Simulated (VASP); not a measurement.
Set up this calculation in VASP 6.6.1, as the native input.

```
Task                   : single point
Functional             : LDA
Potentials or basis    : VASP PAW LDA potentials, release 64 (Mg)
Cutoff                 : 520 eV
k mesh                 : 9 × 9 × 5
Occupations            : methfessel-paxton, width 0.1 eV
Spin                   : no spin polarisation
Dipole correction      : no
Further INCAR settings : ALGO = Normal; EDIFF = 1e-07; NBANDS = 9
```

The structure of Mg lies in POSCAR:

```
Mg
1.0
    3.1307168101      0.0000000000      0.0000000000
   -1.5653584051      2.7112802896      0.0000000000
    0.0000000000      0.0000000000      5.0827158841
Mg
2
Direct
    0.3333333333      0.6666666667      0.2500000000
    0.6666666667      0.3333333333      0.7500000000
```

One way to write it, as run:

INCAR

```
SYSTEM = Mg
  ALGO = Normal
  EDIFF = 1E-7
  ENCUT = 520
  GGA = CA
  ISIF = 2
  ISMEAR = 1
  LASPH = .True.
  LCHARG = .True.
  LELF = .True.
  LREAL = .False.
  LVHAR = .True.
  LWAVE = .False.
  NBANDS = 9
  NELM = 60
  PREC = Accurate
  SIGMA = 0.1
```

KPOINTS

```
k-points
0
Gamma
  9 9 5
  0 0 0
```

Potentials or basis: VASP PAW LDA potentials, release 64 (Mg).

The run is started by

```bash
$ cat potpaw_LDA.64/Mg/POTCAR > POTCAR
$ mpirun -np 1 vasp_std > vasp.out
```

Results of the run:

```yaml
Pressure: -0.3 GPa
Band_gap_on_the_k_mesh: zero (band 2 reaches 3.80 eV, above the bottom of band 3 at 1.53 eV)
```

It took 8.3 s on 1 thread of Intel(R) Xeon(R) Platinum 8375C CPU @ 2.90GHz (Ice Lake), on a shared host, peak memory 0.14 GiB.
